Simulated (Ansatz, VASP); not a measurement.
**Ta in VASP and in Ansatz**

```
Ta
1.0
    -1.65128    1.65128    1.65128
     1.65128   -1.65128    1.65128
     1.65128    1.65128   -1.65128
Ta
1
Direct
  0.00000 0.00000 0.00000
```

Alike in both runs: task relaxation of cell and atoms; functional r2SCAN; k mesh 24 × 24 × 24; occupations fermi-dirac, width 0.08 eV; no spin polarisation.

```csv
,VASP,Ansatz
version,VASP 6.6.1,Ansatz 0.2.0
potentials or method,"VASP PAW PBE potentials, release 64 (Ta_pv)","PAW with Ansatz's default frozen-core files, scalar-relativistic"
plane-wave cutoff (eV),600,500
valence electrons in the cell,11,13
```

|  | VASP | Ansatz | Ansatz less VASP |
| --- | --- | --- | --- |
| relaxed volume (Å³/atom) | 18.11 | 18.06 | -0.054 |
| relaxed length of the cell vector where the two differ most in proportion (Å) | 2.865 | 2.863 | -0.0028 |

VASP's potentials were made for PBE, not for r2SCAN. VASP's potentials hold 11 valence electrons a cell and Ansatz's 13, so a difference there can come from the potentials and not from the codes.

Neither program's run includes spin-orbit coupling.
